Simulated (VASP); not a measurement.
# Pb in VASP: notebook

Aim: see how the results for Pb move with the level of theory and the settings. Levels: PBEsol, LDA. Tasks: single point.

Everything below comes from runs of VASP 6.6.1. Logs are shortened: lines on timing, memory, paths and dates and some standing lists are left out, and cuts for length are marked.

## Step 1: The cell of the first run

Symmetry: Im-3m, No. 229, cubic system. Conventional cell: a = 4.037 Å, b = 4.037 Å, c = 4.037 Å, α = 90.00°, β = 90.00°, γ = 90.00°. Within 4.6 Å of Pb (site symmetry m-3m) lie 14 Pb at 3.50 to 4.04 Å.

## Step 2: Single point, PBEsol (volume scaled by 1.06)

Contents of INCAR:

```
  PREC = Accurate
  ENCUT = 520
  EDIFF = 1E-7
  ISMEAR = -1
  SIGMA = 0.05
  LREAL = F
  LASPH = T
  NELM = 80
  ALGO = Normal
  ISIF = 2
  LWAVE = F
  LCHARG = F
  GGA = PS
  NBANDS = 13
```

Contents of KPOINTS:

```
Automatic mesh
0
Gamma
  9 9 9
```

Contents of POSCAR:

```
Pb
1.0
   -2.0184862782      2.0184862782      2.0184862782
    2.0184862782     -2.0184862782      2.0184862782
    2.0184862782      2.0184862782     -2.0184862782
Pb
1
Direct
    0.0000000000      0.0000000000      0.0000000000
```

Potentials or basis: VASP PAW PBE potentials, release 64 (Pb_d).

Launch:

```bash
> cat potpaw_PBE.64/Pb_d/POTCAR > POTCAR
> mpirun -np 1 vasp_std > vasp.out
```

OUTCAR:

```text
PREC = Accurate
   ENCUT = 520
   EDIFF = 1E-7
   ISMEAR = -1
   LREAL = F
   LASPH = T
   NELM = 80
   ISIF = 2
   GGA = PS

 ion  position               nearest neighbor table
   1  0.000  0.000  0.000-

  LATTYP: Found a body centered cubic cell.
 ALAT       =     4.0369725564

  Lattice vectors:

 A1 = (  -2.0184862782,   2.0184862782,   2.0184862782)
 A2 = (   2.0184862782,  -2.0184862782,   2.0184862782)
 A3 = (   2.0184862782,   2.0184862782,  -2.0184862782)

Analysis of symmetry for initial positions (statically):
=====================================================================
 Subroutine PRICEL returns:
 Original cell was already a primitive cell.

 Routine SETGRP: Setting up the symmetry group for a
 body centered cubic supercell.

 Subroutine GETGRP returns: Found 48 space group operations
 (whereof 48 operations were pure point group operations)
 out of a pool of 48 trial point group operations.

The static configuration has the point symmetry O_h .

Analysis of symmetry for dynamics (positions and initial velocities):
=====================================================================
 Subroutine PRICEL returns:
 Original cell was already a primitive cell.

 Routine SETGRP: Setting up the symmetry group for a
 body centered cubic supercell.

 Subroutine GETGRP returns: Found 48 space group operations
 (whereof 48 operations were pure point group operations)
 out of a pool of 48 trial point group operations.

The dynamic configuration has the point symmetry O_h .

 Subroutine INISYM returns: Found 48 space group operations
 (whereof 48 operations are pure point group operations),
 and found     1 'primitive' translations

----------------------------------------------------------------------------------------

                                     Primitive cell

  volume of cell :      32.8956

  direct lattice vectors                    reciprocal lattice vectors
    -2.018486278  2.018486278  2.018486278     0.000000000  0.247710379  0.247710379
     2.018486278 -2.018486278  2.018486278     0.247710379  0.000000000  0.247710379
     2.018486278  2.018486278 -2.018486278     0.247710379  0.247710379  0.000000000

  length of vectors
     3.496120788  3.496120788  3.496120788     0.350315377  0.350315377  0.350315377

  position of ions in fractional coordinates (direct lattice)
     0.000000000  0.000000000  0.000000000

  ion indices of the primitive-cell ions
   primitive index   ion index
                 1           1

----------------------------------------------------------------------------------------

 KPOINTS: Automatic mesh

Automatic generation of k-mesh.
 Grid dimensions read from file:
 generate k-points for:    9    9    9

 Generating k-lattice:

  Cartesian coordinates                     Fractional coordinates (reciprocal lattice)
     0.000000000  0.027523375  0.027523375     0.111111111  0.000000000  0.000000000
     0.027523375  0.000000000  0.027523375     0.000000000  0.111111111  0.000000000
     0.027523375  0.027523375  0.000000000     0.000000000  0.000000000  0.111111111

  Length of vectors
     0.038923931  0.038923931  0.038923931

  Shift w.r.t. Gamma in fractional coordinates (k-lattice)
     0.000000000  0.000000000  0.000000000

 Subroutine IBZKPT returns following result:
 ===========================================

 Found     35 irreducible k-points:

 Following reciprocal coordinates:
            Coordinates               Weight
  0.000000  0.000000  0.000000      1.000000
  0.111111  0.000000  0.000000     12.000000
  0.222222  0.000000  0.000000     12.000000
  0.333333  0.000000  0.000000     12.000000
  0.444444  0.000000  0.000000     12.000000
  0.111111  0.111111  0.000000     24.000000
[... 16 lines left out ...]
 -0.333333  0.444444  0.111111     48.000000
 -0.444444 -0.444444  0.111111     24.000000
 [... further k-points ...]
   k-points           NKPTS =     35   k-points in BZ     NKDIM =     35   number of bands    NBANDS=     13
   number of dos      NEDOS =    301   number of ions     NIONS =      1
   total plane-waves  NPLWV =  21952
   dimension x,y,z NGX =    28 NGY =   28 NGZ =   28
   dimension x,y,z NGXF=    56 NGYF=   56 NGZF=   56
   ions per type =               1
   NGX,Y,Z   is equivalent  to a cutoff of  13.31, 13.31, 13.31 a.u.
   NGXF,Y,Z  is equivalent  to a cutoff of  26.63, 26.63, 26.63 a.u.
 SYSTEM =  unknown system
   PREC   = accura    normal or accurate (medium, high low for compatibility)
   ISTART =      0    job   : 0-new  1-cont  2-samecut
   ICHARG =      2    charge: 1-file 2-atom 10-const
   ISPIN  =      1    spin polarized calculation?
   LNONCOLLINEAR =      F non collinear calculations
   LSORBIT =      F    spin-orbit coupling
   LASPH  =      T    aspherical Exc in radial PAW
   ENCUT  =  520.0 eV  38.22 Ry    6.18 a.u.   6.50  6.50  6.50*2*pi/ulx,y,z
   NELM   =     80;   NELMIN=  2; NELMDL= -5     # of ELM steps
   EDIFF  = 0.1E-06   stopping-criterion for ELM
   LREAL  =      F    real-space projection
   EDIFFG = 0.1E-05   stopping-criterion for IOM
   NSW    =      0    number of steps for IOM
   IBRION =     -1    ionic relax: 0-MD 1-quasi-New 2-CG
   NFREE  =      0    steps in history (QN), initial steepest desc. (CG)
   ISIF   =      2    stress and relaxation
   ISYM   =      2    0-nonsym 1-usesym 2-fastsym
   POTIM  = 0.5000    time-step for ionic-motion
   TEBEG  =    0.0;   TEEND  =   0.0 temperature during run
   PSTRESS=    0.0 pullay stress
   NELECT =      14.0000    total number of electrons
   NUPDOWN=      -1.0000    fix difference up-down
   EMIN   =  10.00;   EMAX   =-10.00  energy-range for DOS
   EFERMI =   0.00;   METHOD = LEGACY
   ISMEAR =    -1;   SIGMA  =   0.05  broadening in eV -4-tet -1-fermi 0-gaus
   EFERMI_NEDOS =   21; number of points for ismear=-14 and -15
   IALGO  =     38    algorithm
   IMIX   =      4    mixing-type and parameters
     AMIX     =   0.40;   BMIX     =  1.00
     AMIX_MAG =   1.60;   BMIX_MAG =  1.00
  volume/ion in A,a.u.               =      32.90       221.99
  Fermi-wavevector in a.u.,A,eV,Ry     =   1.231417  2.327040 20.631699  1.516387
  Thomas-Fermi vector in A             =   2.366227
   LORBIT       =      0    0 simple, 1 ext, 2 COOP (PROOUT), +10 PAW based schemes
   GGA     = PS    functional components
   LHFCALC =     F    Hartree Fock is set to
   AEXX    =    0.0000 exact exchange contribution
   IVDW    =     0    specifies the selected vdW correction
   LEPSILON=     F    determine dielectric tensor
   LRPA    =     F    only Hartree local field effects (RPA)
 non-spin polarized calculation
  energy-cutoff  :      520.00
  volume of cell :       32.90
 maximum number of plane-waves:       935
 NGX is ok and might be reduce to    28
   NGX = 13   NGY = 13   NGZ = 13

 number of electron      13.9999997 magnetization

 Free energy of the ion-electron system (eV)
  ---------------------------------------------------
  ext. energy  EPLUGINS =         0.00000000
  ---------------------------------------------------
  free energy    TOTEN  =        -3.90582240 eV

  energy without entropy =       -3.89683389  energy(sigma->0) =       -3.90132815

 E-fermi :   6.2389     XC(G=0):  -9.9608

 val. band max:        6.1868067654   @ k =   0.3333   0.2222   0.0000
 cond. band min:       6.2731948079   @ k =  -0.2222   0.3333   0.1111
 fundamental gap:      0.0863880425
 Fermi energy:         6.2388866927

 k-point     1 :       0.0000    0.0000    0.0000
  band No.  band energies     occupation
      1     -10.7717      2.00000
      2     -10.7717      2.00000
      3     -10.7717      2.00000
      4     -10.5794      2.00000
      5     -10.5794      2.00000
      6      -5.0226      2.00000
      7      13.1640      0.00000
      8      13.1640      0.00000
      9      13.1640      0.00000
     10      16.8665      0.00000
     11      17.1981      0.00000
     12      17.1981      0.00000
     13      17.1981      0.00000

 k-point     2 :       0.1111    0.0000    0.0000
  band No.  band energies     occupation
      1     -10.7794      2.00000
      2     -10.7618      2.00000
      3     -10.7368      2.00000
      4     -10.5878      2.00000
      5     -10.5803      2.00000
      6      -4.7924      2.00000
      7      11.0829      0.00000
      8      12.4710      0.00000
      9      12.8950      0.00000
     10      15.8274      0.00000
     11      16.5397      0.00000
     12      17.0004      0.00000
     13      18.2175      0.00000

 k-point     3 :       0.2222    0.0000    0.0000
  band No.  band energies     occupation
      1     -10.7988      2.00000
      2     -10.7452      2.00000
      3     -10.6470      2.00000
      4     -10.6031      2.00000
      5     -10.5823      2.00000
      6      -4.1085      2.00000
      7       7.9023      0.00000
      8      11.1917      0.00000
      9      12.2250      0.00000
     10      14.5393      0.00000
     11      15.7072      0.00000
     12      17.2986      0.00000
     13      19.1226      0.00000
[... 305 lines left out ...]
 k-point    23 :      -0.3333    0.4444    0.1111
  band No.  band energies     occupation
      1     -10.7620      2.00000
      2     -10.7140      2.00000
      3     -10.6340      2.00000
      4     -10.6086      2.00000
      5     -10.5117      2.00000
      6      -1.8862      2.00000
      7       4.3054      2.00000
      8       7.2446      0.00000
      9      10.5672      0.00000
     10      14.4607      0.00000
     11      15.4163      0.00000
     12      18.4768      0.00000
     13      18.7026      0.00000

 k-point    24 :      -0.4444   -0.4444    0.1111
  band No.  band energies     occupation
      1     -10.7667      2.00000
      2     -10.7208      2.00000
      3     -10.6433      2.00000
      4     -10.5936      2.00000
      5     -10.4830      2.00000
      6      -1.1949      2.00000
      7       3.2581      2.00000
      8       6.8800      0.00001
      9      10.4702      0.00000
     10      14.6751      0.00000
     11      16.0556      0.00000
     12      16.9253      0.00000
     13      18.5273      0.00000

 [... further k-points ...]
[... 5 lines left out ...]
  --------------------------------------------------------------------------------------
  -------------------------------------------------------------------------------------
  Total       -0.7833150     -0.7833150     -0.7833150      0.0000000     -0.0000000      0.0000000
  in kB      -38.1513254    -38.1513254    -38.1513254      0.0000000     -0.0000000      0.0000000
  external PRESSURE =     -38.1513254 kB  Pullay stress =       0.0000000 kB

 VOLUME and BASIS-vectors are now :
 -----------------------------------------------------------------------------
  energy-cutoff  :      520.00
  volume of cell :       32.90
      direct lattice vectors                 reciprocal lattice vectors
    -2.018486278  2.018486278  2.018486278     0.000000000  0.247710379  0.247710379
     2.018486278 -2.018486278  2.018486278     0.247710379  0.000000000  0.247710379
     2.018486278  2.018486278 -2.018486278     0.247710379  0.247710379  0.000000000

 POSITION                                       TOTAL-FORCE (eV/Angst)
 -----------------------------------------------------------------------------------
      0.00000      0.00000      0.00000         0.000000      0.000000     -0.000000
 -----------------------------------------------------------------------------------
    total drift:                               -0.000000     -0.000000     -0.000000

  FREE ENERGIE OF THE ION-ELECTRON SYSTEM (eV)
  ---------------------------------------------------
  free  energy   TOTEN  =        -3.9058224044 eV

  energy  without entropy=       -3.8968338896  energy(sigma->0) =       -3.90132815
```

Wall time 7.8 s (1 thread of Intel Xeon 6975P-C (Granite Rapids), shared host); peak memory 0.16 GiB.

What came out:

```yaml
Free_energy: -3.9058 eV
Pressure: -3.8 GPa
Band_gap_on_the_k_mesh: zero (band 7 reaches 13.16 eV, above the bottom of band 8 at 4.36 eV)
```

Levels at points of the mesh, in eV from the Fermi level:
```
           k point  band 5  band 6  band 7  band 8  band 9  band 10
(0.00, 0.00, 0.00)  -16.82  -11.26    6.93    6.93    6.93    10.63
```

Caveat: the PAW data sets were made with another functional, which shifts forces and pressure a little; spin-orbit coupling is left out, which moves the levels of the heavy elements.

## Step 3: Single point, PBEsol (the cell strained at random)

Contents of INCAR:

```
ALGO = Fast
EDIFF = 1E-6
ENCUT = 520
GGA = PS
ISIF = 2
ISMEAR = -1
LASPH = T
LCHARG = F
LREAL = F
LWAVE = F
NBANDS = 13
NELM = 100
PREC = Accurate
SIGMA = 0.05
```

Contents of KPOINTS:

```
k-points
0
Gamma
  9 9 9
```

Contents of POSCAR:

```
Pb
1.0
   -2.0669040000      2.0504010000      2.0812470000
    1.9992480000     -1.9374810000      1.9006710000
    1.9910280000      1.8616050000     -1.9683270000
Pb
1
Direct
    0.0046640000     -0.0036750000      0.0031350000
```

Potentials or basis: VASP PAW PBE potentials, release 64 (Pb_d).

Launch:

```bash
> cat potpaw_PBE.64/Pb_d/POTCAR > POTCAR
> mpirun -np 1 vasp_std > vasp.out
```

OUTCAR:

```text
EDIFF = 1E-6
   ENCUT = 520
   GGA = PS
   ISIF = 2
   ISMEAR = -1
   LASPH = T
   LREAL = F
   NELM = 100
   PREC = Accurate

 ion  position               nearest neighbor table
   1  0.005  0.996  0.003-

  LATTYP: Found a triclinic cell.
 ALAT       =     3.3621536032
 B/A-ratio  =     1.6301809274
 C/A-ratio  =     1.0644374599
 COS(alpha) =     0.0066723343
 COS(beta)  =     0.3652447880
 COS(gamma) =     0.8056323960

  Lattice vectors:

 A1 = (   1.9910280000,   1.8616050000,  -1.9683270000)
 A2 = (   3.9144000000,   3.8361300000,   0.0452640000)
 A3 = (   2.0669040000,  -2.0504010000,  -2.0812470000)

Analysis of symmetry for initial positions (statically):
=====================================================================
 Subroutine PRICEL returns:
 Original cell was already a primitive cell.

 Routine SETGRP: Setting up the symmetry group for a
 triclinic supercell.

 Subroutine GETGRP returns: Found  2 space group operations
 (whereof  1 operations were pure point group operations)
 out of a pool of  2 trial point group operations.

The static configuration has the point symmetry C_1 .
[... 164 lines left out ...]
 cond. band min:       6.8624139409   @ k =  -0.2222  -0.2222   0.3333
 fundamental gap:      0.0264201014
 Fermi energy:         6.8554156364

 k-point     1 :       0.0000    0.0000    0.0000
  band No.  band energies     occupation
      1     -10.2391      2.00000
      2     -10.2069      2.00000
      3     -10.1250      2.00000
      4      -9.9580      2.00000
      5      -9.9456      2.00000
      6      -4.7818      2.00000
      7      13.5916      0.00000
      8      14.3499      0.00000
      9      14.5631      0.00000
     10      17.8064      0.00000
     11      17.9502      0.00000
     12      17.9538      0.00000
     13      18.5358      0.00000
[... 354 lines left out ...]
  band No.  band energies     occupation
      1     -10.2399      2.00000
      2     -10.1480      2.00000
      3      -9.9974      2.00000
      4      -9.9730      2.00000
      5      -9.9048      2.00000
      6      -2.5629      2.00000
      7       5.7240      2.00000
      8      10.5799      0.00000
      9      12.8572      0.00000
     10      14.2927      0.00000
     11      16.5406      0.00000
     12      18.5826      0.00000
     13      20.0709      0.00000

 [... further k-points ...]
[... 5 lines left out ...]
  --------------------------------------------------------------------------------------
  -------------------------------------------------------------------------------------
  Total       -0.2565144     -0.2920215     -0.2416607      0.0476266     -0.0644351      0.0547935
  in kB      -13.2431305    -15.0762648    -12.4762782      2.4588291     -3.3266072      2.8288399
  external PRESSURE =     -13.5985578 kB  Pullay stress =       0.0000000 kB

 VOLUME and BASIS-vectors are now :
 -----------------------------------------------------------------------------
  energy-cutoff  :      520.00
  volume of cell :       31.03
      direct lattice vectors                 reciprocal lattice vectors
    -2.066904000  2.050401000  2.081247000     0.008870961  0.248745635  0.244232005
     1.999248000 -1.937481000  1.900671000     0.254895637 -0.002432144  0.255535111
     1.991028000  1.861605000 -1.968327000     0.255514153  0.260667257 -0.003050661

 POSITION                                       TOTAL-FORCE (eV/Angst)
 -----------------------------------------------------------------------------------
      1.98850     -1.91496      1.89722        -0.000000      0.000000      0.000000
 -----------------------------------------------------------------------------------
    total drift:                                0.000002     -0.000015     -0.000010

  FREE ENERGIE OF THE ION-ELECTRON SYSTEM (eV)
  ---------------------------------------------------
  free  energy   TOTEN  =        -3.9360363975 eV

  energy  without entropy=       -3.9299769517  energy(sigma->0) =       -3.93300667
```

OSZICAR:

```text
N       E                     dE             d eps       ncg     rms          rms(c)
DAV:   1     0.107832147988E+03    0.10783E+03   -0.71385E+03  9561   0.126E+03
DAV:   2     0.127455397168E+01   -0.10656E+03   -0.10339E+03  9985   0.312E+02
DAV:   3    -0.382984628802E+01   -0.51044E+01   -0.50836E+01 11888   0.735E+01
DAV:   4    -0.394827928371E+01   -0.11843E+00   -0.11841E+00 11358   0.120E+01
DAV:   5    -0.395342335441E+01   -0.51441E-02   -0.51440E-02 13082   0.230E+00    0.575E-01
RMM:   6    -0.393940920715E+01    0.14014E-01   -0.15307E-02 11378   0.179E+00    0.281E-01
RMM:   7    -0.393603596240E+01    0.33732E-02   -0.94122E-03 11228   0.108E+00    0.923E-02
RMM:   8    -0.393596744389E+01    0.68519E-04   -0.17480E-03 13404   0.649E-01    0.152E-02
RMM:   9    -0.393602497000E+01   -0.57526E-04   -0.60411E-04 14276   0.240E-01    0.151E-02
RMM:  10    -0.393603240978E+01   -0.74398E-05   -0.16867E-04 12065   0.231E-01    0.965E-03
RMM:  11    -0.393603401149E+01   -0.16017E-05   -0.76048E-05 13673   0.105E-01    0.392E-03
RMM:  12    -0.393603629092E+01   -0.22794E-05   -0.26650E-05 12822   0.565E-02    0.312E-03
RMM:  13    -0.393603639752E+01   -0.10660E-06   -0.41260E-06  7092   0.298E-02
   1 F= -.39360364E+01 E0= -.39330067E+01  d E =-.605945E-02
```

stdout:

```text
POSCAR found type information on POSCAR Pb
 POSCAR found :  1 types and       1 ions
 scaLAPACK will be used
 -----------------------------------------------------------------------------
|                                                                             |
|                                                                             |
|     You enforced a specific xc type in the INCAR file but a different       |
|     I HOPE YOU KNOW WHAT YOU ARE DOING!                                     |
|                                                                             |
 -----------------------------------------------------------------------------

 LDA part: xc-table for (Slater+PW92), standard interpolation
 POSCAR, INCAR and KPOINTS ok, starting setup
 FFT: planning ... GRIDC
 FFT: planning ... GRID_SOFT
 FFT: planning ... GRID
 WAVECAR not read
 entering main loop
WARNING in EDDRMM: call to ZHEGV failed, returncode =   8  4     13
WARNING in EDDRMM: call to ZHEGV failed, returncode =   6  3     12
```

It took 86 s on 1 thread of Intel Xeon 6975P-C (Granite Rapids), shared host; peak memory 0.25 GiB.

What came out:

```yaml
Free_energy: -3.9360 eV
Pressure: -1.4 GPa
Band_gap_on_the_k_mesh: zero (band 7 reaches 13.59 eV, above the bottom of band 8 at 4.77 eV)
```

Caveat: the cell differs from its parent crystal (the cell strained at random); the PAW data sets were made with another functional, which shifts forces and pressure a little; spin-orbit coupling is left out, which moves the levels of the heavy elements.

[end of part 1 of 2]
